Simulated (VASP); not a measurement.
AlN, 4 atoms in the cell. It takes space group P6_3mc (No. 186, hexagonal). The conventional cell has a = 2.983 Å, b = 2.983 Å, c = 4.773 Å, α = 90.00°, β = 90.00°, γ = 120.00°. Al (site symmetry 3m) has 4 N at 1.81 to 1.82 Å within 2.4 Å. N (site symmetry 3m) has 4 Al at 1.81 to 1.82 Å within 2.4 Å. 

| Item | Value |
| --- | --- |
| Program | VASP 6.6.1 |
| Task | single point |
| Functional | LDA |
| Potentials or basis | VASP PAW LDA potentials, release 64 (Al, N) |
| Cutoff | 600 eV |
| k mesh | 7 × 7 × 4 |
| Occupations | gaussian, width 0.01 eV |
| Spin | no spin polarisation |
| Dipole correction | no |
| Further INCAR settings | ALGO = Normal; EDIFF = 1e-06; NBANDS = 16 |

Potentials or basis: VASP PAW LDA potentials, release 64 (Al, N).

The run is started by

```bash
$ cat potpaw_LDA.64/Al/POTCAR potpaw_LDA.64/N/POTCAR > POTCAR
$ mpirun -np 1 vasp_std > vasp.out
```

Hardware: 1 thread of AMD EPYC 7R43 64-Core Processor (Zen 3), on a shared host.

Q: How long does it take, and how much memory?

A: It took 15 s on 1 thread of AMD EPYC 7R43 64-Core Processor (Zen 3), on a shared host, peak memory 0.11 GiB. Counts: scf iterations 12, k points 24.
